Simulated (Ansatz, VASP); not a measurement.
## AlN: VASP beside Ansatz

INCAR

```
PREC = Accurate
ENCUT = 600
EDIFF = 1E-6
ISMEAR = -1
SIGMA = 0.01
LREAL = False
LASPH = True
NELM = 120
ALGO = Normal
ISIF = 2
LWAVE = False
LCHARG = False
GGA = PE
NBANDS = 46
GGA_COMPAT = False
```

The input KPOINTS:

```
regular mesh
0
Gamma
  1 1 2
```

Contents of POSCAR:

```
AlN
1.0
    6.2595139102      0.0000000601      0.0000000000
   -3.1297570100      5.4208980298      0.0000000000
    0.0000000000      0.0000000000      5.0174032950
Al N
8 8
Direct
    0.3335524029      0.1664661886      0.5000247806
    0.3335524029      0.6664661886      0.5000247806
    0.8335524029      0.1664661886      0.5000247806
    0.8335524029      0.6664661886      0.5000247806
    0.1664661886      0.3335524029      0.0000247806
    0.1664661886      0.8335524029      0.0000247806
    0.6664661886      0.3335524029      0.0000247806
    0.6664661886      0.8335524029      0.0000247806
    0.3319615438      0.1680198647      0.8799752194
    0.1680198647      0.3319615438      0.3799752194
    0.3319615438      0.6680198647      0.8799752194
    0.1680198647      0.8319615438      0.3799752194
    0.8319615438      0.1680198647      0.8799752194
    0.6680198647      0.3319615438      0.3799752194
    0.8319615438      0.6680198647      0.8799752194
    0.6680198647      0.8319615438      0.3799752194
```

Input for Ansatz:

```yaml
crystal:
  lattice:
    - [6.259513910153, 6.008805108815e-08, 0.0]
    - [-3.12975701, 5.420898029824, 0.0]
    - [0.0, 0.0, 5.017403295]
  atoms:
    - { symbol: Al, position: [0.333552402862, 0.1664661886088, 0.5000247806347] }
    - { symbol: "N", position: [0.3319615438481, 0.1680198646811, 0.8799752193653] }
    - { symbol: "N", position: [0.1680198646811, 0.3319615438481, 0.3799752193653] }
    - { symbol: Al, position: [0.333552402862, 0.6664661886088, 0.5000247806347] }
    - { symbol: "N", position: [0.3319615438481, 0.6680198646811, 0.8799752193653] }
    - { symbol: "N", position: [0.1680198646811, 0.8319615438481, 0.3799752193653] }
    - { symbol: Al, position: [0.833552402862, 0.1664661886088, 0.5000247806347] }
    - { symbol: "N", position: [0.8319615438481, 0.1680198646811, 0.8799752193653] }
    - { symbol: "N", position: [0.6680198646811, 0.3319615438481, 0.3799752193653] }
    - { symbol: Al, position: [0.833552402862, 0.6664661886088, 0.5000247806347] }
    - { symbol: "N", position: [0.8319615438481, 0.6680198646811, 0.8799752193653] }
    - { symbol: "N", position: [0.6680198646811, 0.8319615438481, 0.3799752193653] }
    - { symbol: Al, position: [0.1664661886088, 0.333552402862, 2.478063474776e-05] }
    - { symbol: Al, position: [0.1664661886088, 0.833552402862, 2.478063474776e-05] }
    - { symbol: Al, position: [0.6664661886088, 0.333552402862, 2.478063474776e-05] }
    - { symbol: Al, position: [0.6664661886088, 0.833552402862, 2.478063474776e-05] }
basis:
  ecutwfc: 420.0
  ecutrho_ratio: 4
  xc_grid: 2
  fft_grid_basis: typed
  precision: f64
kpoints:
  mp_grid: { grid: [1, 1, 2] }
hamiltonian:
  pseudopotentials: { kind: paw, azcp: { folder: soft_1 } }
scf:
  max_iter: 60
  self_checks: high
  occupations: { method: fermi_dirac, width: 0.01 }
output:
  forces: true
checkpoint:
  write: "../host.s2.run"
  compress: false
  write_wavefunctions: true
  write_every: 100000
```

Alike in both runs: task single point; functional PBE; k mesh 1 × 1 × 2; occupations fermi-dirac, width 0.01 eV; no spin polarisation.

```csv
,VASP,Ansatz
version,VASP 6.6.1,Ansatz 0.2.0
potentials or method,"VASP PAW PBE potentials, release 64 (Al, N), cutoff 600 eV",plane-wave PAW DFT
valence electrons in the cell,64,64
```

Ansatz gave:

| Property | Result |
| --- | --- |
| gap on the k mesh at the Fermi level (eV) | 3.99 |
| rms of the force components (eV/Å) | 0.267 |

Task: What did VASP give for the same quantities?

Result: gap on the k mesh at the Fermi level (eV): 4.00; rms of the force components (eV/Å): 0.268.

With one functional, cell and mesh, what is left measures potentials, basis and numerics.

The k mesh is coarse, so the values compare programs but aren't converged.
